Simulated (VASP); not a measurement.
A run of VASP 6.6.1 is set up as follows.

INCAR

```
SYSTEM = SrTaO2
PREC = Accurate
ENCUT = 520
EDIFF = 1E-7
ISMEAR = 0
SIGMA = 0.1
LREAL = .False.
LASPH = .True.
NELM = 100
ALGO = Normal
ISIF = 2
LWAVE = .False.
LCHARG = .False.
GGA = PE
NBANDS = 24
```

File KPOINTS:

```
regular mesh
0
Gamma
  10 10 10
  0 0 0
```

File POSCAR:

```
SrTaO2
1.0
    4.1064261443      0.0000000000      0.0000000000
    0.0000000000      4.1064261443      0.0000000000
    0.0000000000      0.0000000000      3.5043756306
Sr Ta O
1 1 2
Direct
    0.5000000000      0.5000000000      0.0000000000
    0.0000000000      0.0000000000      0.5000000000
    0.0000000000      0.5000000000      0.5000000000
    0.5000000000      0.0000000000      0.5000000000
```

Potentials or basis: VASP PAW PBE potentials, release 64 (Sr_sv, Ta_pv, O).

Command:

```bash
$ cat potpaw_PBE.64/Sr_sv/POTCAR potpaw_PBE.64/Ta_pv/POTCAR potpaw_PBE.64/O/POTCAR > POTCAR
$ mpirun -np 1 vasp_std > vasp.out
```

(1) Predict the pressure.

(2) Predict the band gap on the k mesh.

## Answers

(1) 0.5 GPa.

(2) zero (an odd number of electrons rules out a gap without spin polarisation).

Caveat: spin-orbit coupling is left out, which moves the levels of the heavy elements; an odd number of electrons without spin polarisation forces a metal; a magnetic or distorted state may lie lower.
